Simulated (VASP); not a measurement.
# Tm3F in VASP: further runs

Tm3F is run at these levels: PBE; tasks: relaxation of cell and atoms.

All numbers are computed with VASP 6.6.1; they aren't measurements. Logs are shortened: lines on timing, memory, paths and dates and some standing lists are left out, and cuts for length are marked.

## 1. The cell of the first run

Symmetry: Pmn2_1, No. 31, orthorhombic system. Conventional cell: a = 3.510 Å, b = 3.553 Å, c = 16.923 Å, α = 90.00°, β = 90.00°, γ = 90.00°. Within 4.5 Å of Tm (site symmetry m) lie 12 Tm at 3.41 to 3.55 Å and 2 F at 4.31 to 4.32 Å. Tm (site symmetry m) has 2 F at 2.31 Å within 3.1 Å. Tm (site symmetry m) has 1 F at 2.21 Å within 2.9 Å. F (site symmetry m) has 3 Tm at 2.21 to 2.31 Å within 2.9 Å.

## 2. Relaxation of cell and atoms, PBE

Contents of INCAR:

```
SYSTEM = Tm3F
PREC = Accurate
ENCUT = 600
EDIFF = 1E-7
ISMEAR = 0
SIGMA = 0.1
LREAL = .FALSE.
LASPH = .TRUE.
NELM = 200
ALGO = Normal
ISIF = 3
LWAVE = .FALSE.
LCHARG = .FALSE.
GGA = PE
IBRION = 2
NSW = 100
EDIFFG = -0.01
GGA_COMPAT = .FALSE.
NELMIN = 4
LMAXMIX = 6
KPAR = 4
```

Contents of KPOINTS:

```
Automatic mesh
0
G
  10 10 4
  0 0 0
```

Contents of POSCAR:

```
Tm3F
1.0
    3.5099338915      0.0000000000      0.0000000000
    0.0000000000      3.5528715549      0.0000000000
    0.0000000000      0.0000000000     16.9225920459
Tm F
6 2
Direct
    0.5000000000      0.5084312808      0.2527870585
    0.0000000000      0.4915687192      0.7527870585
    0.0000000000      0.0082821051      0.3963633132
    0.5000000000      0.9917178949      0.8963633132
    0.0000000000      0.0078714840      0.1154694947
    0.5000000000      0.9921285160      0.6154694947
    0.0000000000      0.9944062583      0.9851884158
    0.5000000000      0.0055937417      0.4851884158
```

Potentials or basis: VASP PAW PBE potentials, release 64 (Tm_3, F), 4f in core.

The run is started by

```sh
cat potpaw_PBE.64/Tm_3/POTCAR potpaw_PBE.64/F/POTCAR > POTCAR
mpirun -np 4 vasp_std > vasp.out
```

OUTCAR:

```text
SYSTEM = Tm3F
   PREC = Accurate
   ENCUT = 600
   EDIFF = 1E-7
   ISMEAR = 0
   LREAL = .FALSE.
   LASPH = .TRUE.
   NELM = 200
   ISIF = 3
   GGA = PE
   IBRION = 2
   NSW = 100
   EDIFFG = -0.01
   NELMIN = 4

 ion  position               nearest neighbor table
   1  0.500  0.508  0.253-   5 3.41   5 3.41   5 3.41   5 3.41   3 3.48   3 3.48   3 3.48   3 3.48

   2  0.000  0.492  0.753-   6 3.41   6 3.41   6 3.41   6 3.41   4 3.48   4 3.48   4 3.48   4 3.48

   3  0.000  0.008  0.396-   8 2.31   8 2.31   1 3.48   1 3.48   1 3.48   1 3.48
   4  0.500  0.992  0.896-   7 2.31   7 2.31   2 3.48   2 3.48   2 3.48   2 3.48
   5  0.000  0.008  0.115-   7 2.21   1 3.41   1 3.41   1 3.41   1 3.41
   6  0.500  0.992  0.615-   8 2.21   2 3.41   2 3.41   2 3.41   2 3.41
   7  0.000  0.994  0.985-   5 2.21   4 2.31   4 2.31
   8  0.500  0.006  0.485-   6 2.21   3 2.31   3 2.31

  LATTYP: Found a simple orthorhombic cell.
 ALAT       =     3.5099338915
 B/A-ratio  =     1.0122331829
 C/A-ratio  =     4.8213421019

  Lattice vectors:

 A1 = (   3.5099338915,   0.0000000000,   0.0000000000)
 A2 = (   0.0000000000,   3.5528715549,   0.0000000000)
 A3 = (   0.0000000000,   0.0000000000,  16.9225920459)

Analysis of symmetry for initial positions (statically):
=====================================================================
 Subroutine PRICEL returns:
 Original cell was already a primitive cell.

 Routine SETGRP: Setting up the symmetry group for a
 simple orthorhombic supercell.

 Subroutine GETGRP returns: Found  4 space group operations
 (whereof  2 operations were pure point group operations)
 out of a pool of  8 trial point group operations.

The static configuration has the point symmetry C_1h.
 The point group associated with its full space group is C_2v.

Analysis of symmetry for dynamics (positions and initial velocities):
=====================================================================
 Subroutine PRICEL returns:
 Original cell was already a primitive cell.

 Routine SETGRP: Setting up the symmetry group for a
 simple orthorhombic supercell.

 Subroutine GETGRP returns: Found  4 space group operations
 (whereof  2 operations were pure point group operations)
 out of a pool of  8 trial point group operations.

The dynamic configuration has the point symmetry C_1h.
 The point group associated with its full space group is C_2v.
[... 124 lines left out ...]
   EMIN   =  10.00;   EMAX   =-10.00  energy-range for DOS
   EFERMI =   0.00;   METHOD = LEGACY
   ISMEAR =     0;   SIGMA  =   0.10  broadening in eV -4-tet -1-fermi 0-gaus
   EFERMI_NEDOS =   21; number of points for ismear=-14 and -15
   IALGO  =     38    algorithm
   IMIX   =      4    mixing-type and parameters
     AMIX     =   0.40;   BMIX     =  1.00
     AMIX_MAG =   1.60;   BMIX_MAG =  1.00
  volume/ion in A,a.u.               =      26.38       178.01
  Fermi-wavevector in a.u.,A,eV,Ry     =   1.122353  2.120939 17.138927  1.259676
  Thomas-Fermi vector in A             =   2.259012
   LORBIT       =      0    0 simple, 1 ext, 2 COOP (PROOUT), +10 PAW based schemes
   GGA     = PE    functional components
   LHFCALC =     F    Hartree Fock is set to
   AEXX    =    0.0000 exact exchange contribution
   IVDW    =     0    specifies the selected vdW correction
   LEPSILON=     F    determine dielectric tensor
   LRPA    =     F    only Hartree local field effects (RPA)
 conjugate gradient relaxation of ions
 non-spin polarized calculation
 Gauss-broadening in eV      SIGMA  =   0.10
  energy-cutoff  :      600.00
  volume of cell :      211.03
 maximum number of plane-waves:      7088
   NGX = 15   NGY = 15   NGZ = 67

--------------------------------------- Ionic step        1  -------------------------------------------

 number of electron      67.9999992 magnetization

 Free energy of the ion-electron system (eV)
  ---------------------------------------------------
  ext. energy  EPLUGINS =         0.00000000
  ---------------------------------------------------
  free energy    TOTEN  =       -39.74106060 eV

  energy without entropy =      -39.69443359  energy(sigma->0) =      -39.71774709

------------------------ aborting loop because EDIFF is reached ----------------------------------------

  FORCE on cell =-STRESS in cart. coord.  units (eV):
  Direction    XX          YY          ZZ          XY          YZ          ZX
  --------------------------------------------------------------------------------------
  -------------------------------------------------------------------------------------
  Total        0.5051530      0.1857999      0.9479932      0.0000000      0.0000000      0.0000000
  in kB        3.8352019      1.4106223      7.1973147      0.0000000      0.0000000      0.0000000
  external PRESSURE =       4.1477129 kB  Pullay stress =       0.0000000 kB
[... 107 lines left out ...]
  FREE ENERGIE OF THE ION-ELECTRON SYSTEM (eV)
  ---------------------------------------------------
  free  energy   TOTEN  =       -39.7456760708 eV

  energy  without entropy=      -39.6977466916  energy(sigma->0) =      -39.72171138

[... ionic steps 4 to 8 ...]

--------------------------------------- Ionic step        9  -------------------------------------------

 number of electron      68.0000010 magnetization

------------------------ aborting loop because EDIFF is reached ----------------------------------------
[... 79 lines left out ...]
--------------------------------------- Ionic step       11  -------------------------------------------

 number of electron      68.0000011 magnetization

 Free energy of the ion-electron system (eV)
  ---------------------------------------------------
  ext. energy  EPLUGINS =         0.00000000
  ---------------------------------------------------
  free energy    TOTEN  =       -39.75105653 eV

  energy without entropy =      -39.70329487  energy(sigma->0) =      -39.72717570

 E-fermi :   2.9004     XC(G=0):  -9.4988

 val. band max:        2.8952335058   @ k =   0.4000   0.1000   0.0000
 cond. band min:       2.9007717375   @ k =   0.3000   0.4000   0.2500
 fundamental gap:      0.0055382317
 Fermi energy:         2.9003845973

 k-point     1 :       0.0000    0.0000    0.0000
  band No.  band energies     occupation
      1     -24.5241      2.00000
      2     -24.5217      2.00000
      3     -23.3069      2.00000
      4     -23.3068      2.00000
      5     -23.2574      2.00000
      6     -23.2342      2.00000
[... 1021 lines left out ...]
     39       3.6749      0.00000
     40       3.6749      0.00000

 [... further k-points ...]
[... 5 lines left out ...]
  --------------------------------------------------------------------------------------
  -------------------------------------------------------------------------------------
  Total       -0.0116264      0.0067564      0.0026349      0.0000000      0.0000000      0.0000000
  in kB       -0.0875866      0.0508986      0.0198499      0.0000000      0.0000000      0.0000000
  external PRESSURE =      -0.0056127 kB  Pullay stress =       0.0000000 kB
[... 23 lines left out ...]
  FREE ENERGIE OF THE ION-ELECTRON SYSTEM (eV)
  ---------------------------------------------------
  free  energy   TOTEN  =       -39.7510565273 eV

  energy  without entropy=      -39.7032948703  energy(sigma->0) =      -39.72717570

 reached required accuracy - stopping structural energy minimisation
```

OSZICAR:

```text
N       E                     dE             d eps       ncg     rms          rms(c)
DAV:   1     0.733187910963E+03    0.73319E+03   -0.30203E+04  8640   0.178E+03
DAV:   2     0.112050787973E+03   -0.62114E+03   -0.61271E+03  9536   0.665E+02
DAV:   3    -0.264407249583E+02   -0.13849E+03   -0.13478E+03 15080   0.180E+02
DAV:   4    -0.420390077531E+02   -0.15598E+02   -0.15341E+02 13600   0.564E+01
[... 117 lines left out ...]
DAV:   5    -0.397510586898E+02    0.91902E-05   -0.59918E-05 13312   0.552E-02    0.146E-02
DAV:   6    -0.397510571695E+02    0.15203E-05   -0.11112E-05 11848   0.195E-02    0.796E-03
DAV:   7    -0.397510567202E+02    0.44923E-06   -0.42925E-06 12992   0.118E-02    0.342E-03
DAV:   8    -0.397510565374E+02    0.18288E-06   -0.17843E-06 11816   0.719E-03    0.169E-03
DAV:   9    -0.397510565273E+02    0.10029E-07   -0.16310E-07  6440   0.220E-03
  11 F= -.39751057E+02 E0= -.39727176E+02  d E =-.551516E-04
```

Run time: 22 min. Hardware: 4 MPI ranks of Intel Xeon 6975P-C (Granite Rapids), shared host; peak memory 0.98 GiB.

Results:

```yaml
Free_energy: -39.7511 eV
Relaxed_volume: 26.58 Å³/atom
Relaxed_cell: a = 3.533 Å, b = 3.542 Å, c = 16.995 Å, α = 90.00°, β = 90.00°, γ = 90.00°
Space_group_after_relaxing_to_0.1_Å: Amm2 (No. 38)
Energy_gained_by_relaxing: 1.2 meV/atom
Ionic_steps: 11
Pressure_after_relaxing: 0.0 GPa
Largest_force_after_relaxing: 0.008 eV/Å
Band_gap_on_the_k_mesh: zero (bands 34 and 35 overlap by 0.76 eV)
```

Forces in eV/Å, atoms in the order of the input:
```
Tm   0.000 -0.003 -0.001
Tm   0.000  0.003 -0.001
Tm   0.000 -0.003 -0.001
Tm   0.000  0.003 -0.001
Tm   0.000 -0.002  0.008
Tm   0.000  0.002  0.008
F    0.000  0.003 -0.005
F    0.000 -0.003 -0.005
```

The path:
| step | energy change (eV) | largest force (eV/Å) | pressure (GPa) | volume (Å³) |
| --- | --- | --- | --- | --- |
| 1 | 0.0000 | 0.1287 | 0.41 | 211.03 |
| 2 | -0.0046 | 0.1023 | -0.15 | 213.12 |
| 3 | -0.0046 | 0.1020 | -0.13 | 213.05 |
| 4 | -0.0065 | 0.0794 | -0.09 | 212.86 |
| 5 | -0.0087 | 0.0260 | 0.05 | 212.34 |
| 6 | -0.0098 | 0.0124 | -0.01 | 212.58 |
| 7 | -0.0098 | 0.0126 | -0.03 | 212.67 |
| 8 | -0.0098 | 0.0127 | -0.03 | 212.66 |
| 9 | -0.0099 | 0.0127 | 0.05 | 212.44 |
| 10 | -0.0099 | 0.0103 | 0.04 | 212.48 |
| 11 | -0.0100 | 0.0079 | 0.00 | 212.68 |

Final structure:
```yaml
crystal:
  lattice:
    - [3.53292, 0.00000, 0.00000]
    - [0.00000, 3.54206, 0.00000]
    - [0.00000, 0.00000, 16.99529]
  atoms:
    - { symbol: Tm, position: [0.50000, 0.50796, 0.25287] }
    - { symbol: Tm, position: [0.00000, 0.49204, 0.75287] }
    - { symbol: Tm, position: [0.00000, 0.00779, 0.39852] }
    - { symbol: Tm, position: [0.50000, 0.99221, 0.89852] }
    - { symbol: Tm, position: [0.00000, 0.00726, 0.11481] }
    - { symbol: Tm, position: [0.50000, 0.99274, 0.61481] }
    - { symbol: F, position: [0.00000, 0.99519, 0.98360] }
    - { symbol: F, position: [0.50000, 0.00481, 0.48360] }
```

Levels at points of the mesh, in eV from the Fermi level:
```tsv
k point	band 30	band 31	band 32	band 33	band 34	band 35	band 36	band 37	band 38	band 39
(0.00, 0.00, 0.00)	-2.90	-2.16	-1.84	-0.56	-0.54	0.33	0.37	1.14	1.38	1.79
(0.50, 0.00, 0.00)	-1.92	-1.61	-1.61	0.32	0.32	0.42	0.42	0.66	0.66	1.53
(0.00, 0.50, 0.00)	-1.77	-1.09	-0.89	0.30	0.34	0.49	0.55	0.62	1.18	1.23
(0.50, 0.50, 0.00)	-1.25	-0.62	-0.62	-0.47	-0.47	-0.42	-0.42	0.55	0.55	0.68
(0.00, 0.00, 0.50)	-3.28	-1.96	-1.96	-0.56	-0.56	0.38	0.38	1.19	1.19	1.91
(0.50, 0.00, 0.50)	-1.92	-1.61	-1.61	0.32	0.32	0.41	0.41	0.66	0.66	1.57
(0.00, 0.50, 0.50)	-1.83	-0.99	-0.99	0.33	0.33	0.50	0.50	0.81	0.81	1.41
(0.50, 0.50, 0.50)	-1.25	-0.68	-0.68	-0.42	-0.42	-0.39	-0.39	0.53	0.53	0.68
```

Caveat: spin-orbit coupling is left out, which moves the levels of the heavy elements; the 4f electrons are frozen in the core, so they carry no moment and show no levels; the run has no spin polarisation, though such a crystal can be magnetic.

## 3. Relaxation of cell and atoms, PBE

This run uses another cell than the first one, of 25.91 Å³/atom.

Contents of INCAR:

```
SYSTEM = Tm3F
PREC     = Accurate       ! precision mode
ENCUT    = 600            ! plane-wave cutoff, eV
EDIFF    = 1E-7           ! SCF threshold, eV
ISMEAR   = 0              ! smearing method
SIGMA    = 0.1            ! smearing width, eV
LREAL    = .False.        ! projectors in reciprocal space
LASPH    = .True.         ! aspherical terms in the spheres
NELM     = 200            ! most SCF steps
ALGO     = Normal         ! electronic algorithm
ISIF     = 3              ! what is computed and relaxed
LWAVE    = .False.        ! write WAVECAR
LCHARG   = .False.        ! write CHGCAR
GGA      = PE             ! functional
IBRION   = 2              ! ionic algorithm
NSW      = 90             ! ionic steps
EDIFFG   = -0.04          ! ionic threshold
GGA_COMPAT= .False.      
NELMIN   = 4            
LMAXMIX  = 6              ! l up to which the mixer works
```

Contents of KPOINTS:

```
regular mesh
0
Gamma
  6 6 1
  0 0 0
```

Contents of POSCAR:

```
Tm3F
1.0
    3.4656273578      0.0000000000      0.0000000000
    0.0000000000      3.5096872619      0.0000000000
   -3.1643433211      0.0000000000     17.0426749812
Tm F
6 2
Direct
    0.9400423770      0.5121414409      0.2527878241
    0.9400423770      0.4878585591      0.7527878241
    0.5816080913      0.0098743498      0.3965716607
    0.5816080913      0.9901256502      0.8965716607
    0.3075655594      0.0128556483      0.1147470542
    0.3075655594      0.9871443517      0.6147470542
    0.1703089570      0.9931433868      0.9857017432
    0.1703089570      0.0068566132      0.4857017432
```

Potentials or basis: VASP PAW PBE potentials, release 64 (Tm_3, F), 4f in core.

The run is started by

```sh
cat potpaw_PBE.64/Tm_3/POTCAR potpaw_PBE.64/F/POTCAR > POTCAR
mpirun -np 1 vasp_std > vasp.out
```

Run time: 11 min. Hardware: 1 thread of AMD EPYC 9R45 (Zen 5), shared host; peak memory 0.39 GiB.

The run converged. Its results:

- Free energy: -39.7517 eV
- Relaxed volume: 26.66 Å³/atom
- Relaxed cell: a = 3.526 Å, b = 3.569 Å, c = 17.306 Å, α = 90.00°, β = 101.72°, γ = 90.00°
- Space group after relaxing (to 0.1 Å): Pmn2_1 (No. 31)
- Energy gained by relaxing: 4.8 meV/atom
- Ionic steps: 8
- Pressure after relaxing: 0.0 GPa
- Largest force after relaxing: 0.030 eV/Å
- Band gap on the k mesh: zero (bands 34 and 35 overlap by 0.80 eV)

Forces on the atoms (eV/Å):
```
Tm  -0.011 -0.005 -0.001
Tm  -0.011  0.005 -0.001
Tm   0.018  0.001  0.024
Tm   0.018 -0.001  0.024
Tm  -0.017 -0.010 -0.018
Tm  -0.017  0.010 -0.018
F    0.010  0.005 -0.004
F    0.010 -0.005 -0.004
```

Step by step:
```csv
step,energy change (eV),largest force (eV/Å),pressure (GPa),volume (Å³)
1,0.0000,0.1193,1.29,207.29
2,-0.0273,0.0449,-0.29,213.61
3,-0.0276,0.0444,-0.13,212.98
4,-0.0339,0.0598,-0.06,213.13
5,-0.0361,0.0809,-0.01,213.26
6,-0.0361,0.0835,-0.01,213.28
7,-0.0376,0.0486,-0.01,213.28
8,-0.0383,0.0300,-0.02,213.28
```

Final structure:
```
Tm F
1.0
     3.52611    0.00000   -0.03029
     0.00000    3.56937    0.00000
    -3.37022    0.00000   16.97516
Tm F
6 2
Direct
  0.94168 0.51177 0.25278
  0.94168 0.48823 0.75278
  0.58333 0.01052 0.39656
  0.58333 0.98948 0.89656
  0.30501 0.01151 0.11578
  0.30501 0.98849 0.61578
  0.16950 0.99390 0.98469
  0.16950 0.00610 0.48469
```

Levels at points of the mesh, in eV from the Fermi level:
| k point | band 32 | band 33 | band 34 | band 35 | band 36 | band 37 |
| --- | --- | --- | --- | --- | --- | --- |
| (0.00, 0.00, 0.00) | -1.78 | -0.55 | -0.52 | 0.32 | 0.37 | 1.19 |
| (0.50, 0.00, 0.00) | -1.53 | 0.42 | 0.42 | 0.50 | 0.50 | 0.76 |
| (0.00, 0.50, 0.00) | -0.88 | 0.34 | 0.45 | 0.56 | 0.57 | 0.61 |
| (0.50, 0.50, 0.00) | -0.64 | -0.36 | -0.36 | -0.34 | -0.34 | 0.60 |

Caveat: the k points lie up to 0.37 Å⁻¹ apart in the final cell, too coarse for converged energies and pressures of a metal; spin-orbit coupling is left out, which moves the levels of the heavy elements; the 4f electrons are frozen in the core, so they carry no moment and show no levels; the run has no spin polarisation, though such a crystal can be magnetic. Spin polarisation is off, so any magnetic state and its effect on volume and gap are missing.

The gap in the log of VASP goes by the Fermi energy; the results here count the filled bands.